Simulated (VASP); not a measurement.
A run of VASP 6.6.1 is set up as follows.

INCAR

```
SYSTEM = Al8N7
PREC = Accurate
ENCUT = 520
EDIFF = 1E-6
ISMEAR = 0
SIGMA = 0.05
LREAL = Auto
LASPH = .TRUE.
NELM = 60
ALGO = Normal
ISIF = 2
LWAVE = .FALSE.
LCHARG = .FALSE.
GGA = PE
NELECT = 56.0
NBANDS = 42
```

KPOINTS

```
regular mesh
0
G
  4 4 4
  0 0 0
```

Contents of POSCAR:

```
Al8N7
1.0
    0.0000000000      4.0705261175     -4.0705261175
    4.0705261175      4.0705261175      0.0000000000
    4.0705261175      0.0000000000     -4.0705261175
Al N
8 7
Direct
    0.2500000000      0.7500000000      0.2500000000
    0.2500000000      0.2500000000      0.2500000000
    0.7500000000      0.7500000000      0.2500000000
    0.7500000000      0.2500000000      0.2500000000
    0.2500000000      0.7500000000      0.7500000000
    0.2500000000      0.2500000000      0.7500000000
    0.7500000000      0.7500000000      0.7500000000
    0.7500000000      0.2500000000      0.7500000000
    0.5000000000     -0.1875000000      0.0000000000
    1.0000000000      0.5000000000      0.0000000000
    1.0000000000      0.0000000000      0.0000000000
    0.5000000000      0.5000000000      0.5000000000
    0.5000000000      0.0000000000      0.5000000000
    1.0000000000      0.5000000000      0.5000000000
    1.0000000000      0.0000000000      0.5000000000
```

Potentials or basis: VASP PAW PBE potentials, release 64 (Al, N).

Command:

```sh
$ cat potpaw_PBE.64/Al/POTCAR potpaw_PBE.64/N/POTCAR > POTCAR
$ mpirun -np 1 vasp_std > vasp.out
```

Task: Predict the largest force.

Result: 17.266 eV/Å.

Forces in eV/Å, atoms in the order of the input:
```
Al   10.184 -13.942   0.000
Al    2.232  -3.129   0.000
Al   -0.444  -0.444  -1.386
Al    0.069   0.069  -2.873
Al    0.069   0.069   2.873
Al   -0.444  -0.444   1.386
Al  -13.942  10.184   0.000
Al   -3.129   2.232   0.000
N     5.942   5.942   0.000
N    -0.944   0.614  -1.893
N     0.614  -0.944   1.893
N     0.614  -0.944  -1.893
N    -0.944   0.614   1.893
N     0.023   0.023   0.000
N     0.099   0.099   0.000
```

Caveat: the cell carries a net charge on a neutralising background, which shifts energy and pressure; the cell differs from its parent crystal (atom 9 moved 0.375 of the way to it and +0.000 Å across, host rigid).
